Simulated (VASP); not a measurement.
A run of VASP 6.6.1:

Contents of INCAR:

```
SYSTEM = BP
ALGO = Normal ; EDIFF = 1E-8
ENCUT = 600 ; IBRION = 6
ISIF = 3 ; ISMEAR = 0
LASPH = .TRUE. ; LCHARG = .FALSE.
LREAL = .FALSE. ; LWAVE = .FALSE.
NELM = 80 ; NFREE = 2
NSW = 1 ; POTIM = 0.015
PREC = Accurate ; SIGMA = 0.01
```

Contents of KPOINTS:

```
k-points
0
G
  10 10 10
  0 0 0
```

POSCAR

```
BP
1.0
    0.0000000000      2.2452369428      2.2452369428
    2.2452369428      0.0000000000      2.2452369428
    2.2452369428      2.2452369428      0.0000000000
B P
1 1
Direct
    0.0000000000      0.0000000000      0.0000000000
    0.2500000000      0.2500000000      0.2500000000
```

Potentials or basis: VASP PAW LDA potentials, release 64 (B, P).

The run is started by

```sh
$ cat potpaw_LDA.64/B/POTCAR potpaw_LDA.64/P/POTCAR > POTCAR
$ mpirun -np 1 vasp_std > vasp.out
```

Hardware: 1 thread of Intel Xeon 8259CL (shared host).

Question: How long does it take, and how much memory?

Answer: It took 13 min on 1 thread of Intel Xeon 8259CL, on a shared host, peak memory 0.26 GiB. Counts: scf iterations 149, k points 47.
